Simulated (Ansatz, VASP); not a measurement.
# One calculation of Sr, two programs

```xyz
1
Lattice="3.9327 0.0000 0.0000 0.0000 3.9327 0.0000 0.0000 0.0000 3.9327" Properties=species:S:1:pos:R:3 pbc="T T T"
Sr    0.0000    0.0000    0.0000
```

Alike in both runs: task relaxation of cell and atoms; functional RPBE; k mesh 8 × 8 × 8; occupations fermi-dirac, width 0.1 eV; no spin polarisation.

```csv
,VASP,Ansatz
version,VASP 6.6.1,Ansatz 0.2.0
potentials or method,"VASP PAW PBE potentials, release 64 (Sr_sv), cutoff 600 eV","plane waves (420 eV) with PAW, scalar-relativistic"
valence electrons in the cell,10,10
```

VASP gave:

| Property | Result |
| --- | --- |
| relaxed volume (Å³/atom) | 62.54 |
| relaxed cell length with the largest relative difference (Å) | 3.969 |

Task: Which values does Ansatz return?

Result: Relaxed volume (Å³/atom): 62.45; relaxed cell length with the largest relative difference (Å): 3.967.

VASP's potentials were made for PBE, not for RPBE.
